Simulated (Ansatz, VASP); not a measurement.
# Two plane-wave programs on Au

```
CELL_PARAMETERS angstrom
0.00000 2.04550 2.04550
2.04550 0.00000 2.04550
2.04550 2.04550 0.00000
ATOMIC_POSITIONS crystal
Au 0.00000 0.00000 0.00000
```

Alike in both runs: task electric field gradients; functional LDA; k mesh 14 × 14 × 14; occupations fermi-dirac, width 0.08 eV; no spin polarisation.

|  | VASP | Ansatz |
| --- | --- | --- |
| version | VASP 6.6.1 | Ansatz 0.2.0 |
| potentials or method | VASP PAW LDA potentials, release 64 (Au) | PAW with Ansatz's default frozen-core files, scalar-relativistic |
| plane-wave cutoff (eV) | 520 | 420 |
| valence electrons in the cell | 11 | 19 |

|  | VASP | Ansatz | Ansatz less VASP |
| --- | --- | --- | --- |
| pressure (GPa) | -5.2 | -5.7 | -0.43 |

LDA's correlation is that of Perdew and Zunger in VASP and of Perdew and Wang (1992) in Ansatz. VASP's potentials hold 11 valence electrons a cell and Ansatz's 19, so a difference there can come from the potentials and not from the codes.

Neither program's run includes spin-orbit coupling.
